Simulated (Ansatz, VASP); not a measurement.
## CuGe4 in VASP and in Ansatz

The input INCAR:

```
SYSTEM = CuGe4
ALGO = Fast
DIPOL = 0.5 0.5 0.335
EDIFF = 1E-6
ENCUT = 520
GGA = PE
IDIPOL = 3
ISIF = 2
ISMEAR = 0
IVDW = 12
LASPH = .True.
LCHARG = .False.
LDIPOL = .True.
LREAL = .False.
LWAVE = .False.
NBANDS = 42
NELM = 60
PREC = Accurate
SIGMA = 0.1
```

KPOINTS

```
k-points
0
Gamma
  9 9 1
  0 0 0
```

File POSCAR:

```
CuGe4
1.0
    4.0303587933      0.0000000000      0.0000000000
   -2.0151793967      3.4903931014      0.0000000000
    0.0000000000      0.0000000000     21.4984134729
Ge Cu
4 1
Direct
    0.3333333333      0.6666666667      0.1860602414
    0.0000000000      0.0000000000      0.2243278812
    0.0000000000      0.0000000000      0.3459155542
    0.6666666667      0.3333333333      0.3813496974
    1.5555555556      0.5555555556      0.5348493966
```

Input for Ansatz:

```yaml
crystal:
  lattice:
    - [4.0303587933, 0.0, 0.0]
    - [-2.0151793967, 3.4903931014, 0.0]
    - [0.0, 0.0, 21.4984134729]
  atoms:
    - { symbol: Ge, position: [0.3333333333, 0.6666666667, 0.1860602414] }
    - { symbol: Ge, position: [0.0, 0.0, 0.2243278812] }
    - { symbol: Ge, position: [0.0, 0.0, 0.3459155542] }
    - { symbol: Ge, position: [0.6666666667, 0.3333333333, 0.3813496974] }
    - { symbol: Cu, position: [1.5555555556, 0.5555555556, 0.5348493966] }
basis:
  ecutwfc: 420
kpoints:
  mp_grid: { grid: [9, 9, 1] }
hamiltonian:
  xc: pbe
  pseudopotentials: { kind: paw, azcp: { folder: soft_1 } }
  dispersion: d3bj
scf:
  occupations: { method: gaussian, width: 0.1 }
output:
  forces: true
  eigenvalues: true
efield:
  axis: 3
  dipole_correction: true
  ramp_width: 0.04
```

Alike in both runs: task single point; functional PBE; dispersion D3(BJ); k mesh 9 × 9 × 1; occupations gaussian, width 0.1 eV; no spin polarisation.

```csv
,VASP,Ansatz
version,VASP 6.6.1,Ansatz 0.2.0
potentials or method,"VASP PAW PBE potentials, release 64 (Ge_d, Cu), cutoff 520 eV","scalar-relativistic, plane waves, PAW"
valence electrons in the cell,67,75
```

|  | VASP | Ansatz | Ansatz less VASP |
| --- | --- | --- | --- |
| gap on the k mesh at the Fermi level (eV) | none | none | - |
| rms of the force components (eV/Å) | 0.237 | 0.238 | +0.0004 |

Atom by atom the forces differ by 0.002 eV/Å (rms over components). A gap of «none» marks a metal or a gap that the smearing closes. VASP's potentials hold 67 valence electrons a cell and Ansatz's 75, so a difference there can come from the potentials and not from the codes.
